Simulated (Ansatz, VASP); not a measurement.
# Two plane-wave programs on BN

Contents of POSCAR:

```
BN
1.0
    0.0000000000      3.4953158300      2.1660912400
    1.2516321000      0.0000000000      2.1660912400
    1.2516321000      3.4953158300      0.0000000000
B N
1 1
Direct
    0.0000486500      0.0000486500      0.9999513500
    0.5974021795      0.5974021795      0.4025978205
```

Contents of INCAR.step1:

```
PREC     = Accurate       # precision mode
ENCUT    = 520            # plane-wave cutoff, eV
ISMEAR   = 0              # smearing method
SIGMA    = 0.05           # smearing width, eV
LREAL    = False          # projectors in reciprocal space
LASPH    = True           # aspherical terms in the spheres
NELM     = 100            # most SCF steps
NBANDS   = 11             # bands
GGA      = PE             # functional
ALGO     = Normal         # electronic algorithm
EDIFF    = 1E-4           # SCF threshold, eV
LWAVE    = True           # write WAVECAR
LCHARG   = False          # write CHGCAR
```

The input INCAR.step2:

```
PREC     = Accurate       # precision mode
ENCUT    = 520            # plane-wave cutoff, eV
EDIFF    = 1E-6           # SCF threshold, eV
ISMEAR   = 0              # smearing method
SIGMA    = 0.05           # smearing width, eV
LREAL    = False          # projectors in reciprocal space
LASPH    = True           # aspherical terms in the spheres
NELM     = 100            # most SCF steps
ALGO     = Normal         # electronic algorithm
ISIF     = 2              # what is computed and relaxed
LWAVE    = False          # write WAVECAR
LCHARG   = False          # write CHGCAR
METAGGA  = R2SCAN         # meta-GGA
LMIXTAU  = True         
NBANDS   = 11             # bands
ISTART   = 1
```

The input KPOINTS:

```
regular mesh
0
Gamma
  12 12 12
```

Input for Ansatz:

```yaml
crystal:
  lattice:
    - [0.0, 3.49531583, 2.16609124]
    - [1.2516321, 0.0, 2.16609124]
    - [1.2516321, 3.49531583, 0.0]
  atoms:
    - { symbol: B, position: [4.865e-05, 4.865e-05, 0.99995135] }
    - { symbol: "N", position: [0.5974021795, 0.5974021795, 0.4025978205] }
basis:
  ecutwfc: 500
kpoints:
  mp_grid: { grid: [12, 12, 12] }
hamiltonian:
  xc: r2scan
scf:
  occupations: { method: gaussian, width: 0.05 }
output:
  forces: true
  stress: true
  eigenvalues: true
```

Alike in both runs: task single point; functional r2SCAN; k mesh 12 × 12 × 12; occupations gaussian, width 0.05 eV; no spin polarisation.

|  | VASP | Ansatz |
| --- | --- | --- |
| version | VASP 6.6.1 | Ansatz 0.2.0 |
| potentials or method | VASP PAW PBE potentials, release 64 (B, N), cutoff 520 eV | scalar-relativistic, plane waves, PAW |
| valence electrons in the cell | 8 | 8 |

```tsv
	VASP	Ansatz	Ansatz less VASP
gap on the k mesh at the Fermi level (eV)	2.65	2.61	-0.045
least direct gap on the mesh (eV)	3.42	3.43	+0.006
pressure (GPa)	22.0	22.1	+0.06
traceless stress, the component that is largest in VASP (GPa)	34.08	34.09	+0.010
rms of the force components (eV/Å)	3.702	3.750	+0.0477
```

VASP's potentials were made for PBE, not for r2SCAN. Atom by atom the forces differ by 0.048 eV/Å (rms over components). With one functional, cell and mesh, what is left measures potentials, basis and numerics.
